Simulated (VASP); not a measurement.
## TaN: single point with PBEsol

TaN:

```
CELL_PARAMETERS angstrom
3.05000 0.00000 0.00000
-1.52500 2.64138 0.00000
0.00000 0.00000 4.86590
ATOMIC_POSITIONS crystal
Ta 0.33333 0.66667 0.00000
Ta 0.66667 0.33333 0.50000
N 0.33333 0.66667 0.38500
N 0.66667 0.33333 0.88500
```

This cell differs from its parent crystal: strain +0.000 along x and y, -0.015 along z.

```json
{
 "Program": "VASP 6.6.1",
 "Task": "single point",
 "Functional": "PBEsol",
 "Potentials or basis": "VASP PAW PBE potentials, release 64 (Ta_pv, N)",
 "Cutoff": "520 eV",
 "k mesh": "18 × 18 × 10",
 "Occupations": "gaussian, width 0.15 eV",
 "Spin": "no spin polarisation",
 "Dipole correction": "no",
 "Further INCAR settings": "ALGO = Normal; EDIFF = 1e-06; NBANDS = 24"
}
```

- Pressure: 139.7 GPa
- Largest force: 1.569 eV/Å
- Band gap on the k mesh: zero (band 16 reaches 10.98 eV, above the bottom of band 17 at 8.09 eV)

Forces in eV/Å, atoms in the order of the input:
```
Ta   0.000  0.000  1.569
Ta   0.000  0.000  1.569
N    0.000  0.000 -1.569
N    0.000  0.000 -1.569
```

Stress tensor (GPa, compression positive):
```
146.05   0.00   0.00
  0.00 146.05   0.00
  0.00   0.00 127.07
```

Levels at points of the mesh, in eV from the Fermi level:
| k point | band 13 | band 14 | band 15 | band 16 | band 17 | band 18 | band 19 | band 20 |
| --- | --- | --- | --- | --- | --- | --- | --- | --- |
| (0.00, 0.00, 0.00) | -7.92 | -7.42 | -0.99 | -0.99 | -0.28 | 2.12 | 2.68 | 2.68 |
| (0.50, 0.00, 0.00) | -6.19 | -5.19 | -2.49 | -1.03 | 0.39 | 1.34 | 2.10 | 3.78 |
| (0.00, 0.00, 0.50) | -8.56 | -8.56 | 1.20 | 1.20 | 1.20 | 1.20 | 1.90 | 1.90 |
| (0.50, 0.00, 0.50) | -6.56 | -6.56 | -0.41 | -0.41 | 2.19 | 2.19 | 2.24 | 2.24 |

Run time: 99 s on 1 thread of AMD EPYC 9R45 96-Core Processor (Zen 5), with other jobs on the host, peak memory 0.26 GiB.

Caveat: the cell differs from its parent crystal (strain +0.000 along x and y, -0.015 along z); the PAW data sets were made with another functional, which shifts forces and pressure a little; spin-orbit coupling is left out, which moves the levels of the heavy elements.
